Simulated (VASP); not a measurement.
HfN:

```xyz
2
Lattice="0.0000 2.2590 2.2590 2.2590 0.0000 2.2590 2.2590 2.2590 0.0000" Properties=species:S:1:pos:R:3 pbc="T T T"
Hf    2.2590    2.2590    2.2590
N     0.0000    0.0000    0.0000
```

Base run:

```yaml
Program: VASP 6.6.1
Functional: RPBE
Potentials_or_basis: VASP PAW PBE potentials, release 64 (Hf_pv, N)
Cutoff: 520 eV
k_mesh: 10 × 10 × 10
Occupations: gaussian, width 0.05 eV
Spin: no spin polarisation
```

Its results: pressure 7.6 GPa.

Problem. After a change of settings the same cell gave: pressure 3.1 GPa. Which change was it?
A. functional from RPBE to PBE; dispersion from none to D3(BJ)
B. functional from RPBE to PBEsol; dispersion from none to D3(BJ)
C. functional from RPBE to PBE

Solution. C.

PBE binds more tightly than RPBE, so the same cell stands under less pressure.

Caveats: the PAW data sets were made with another functional, which shifts forces and pressure a little (some runs).
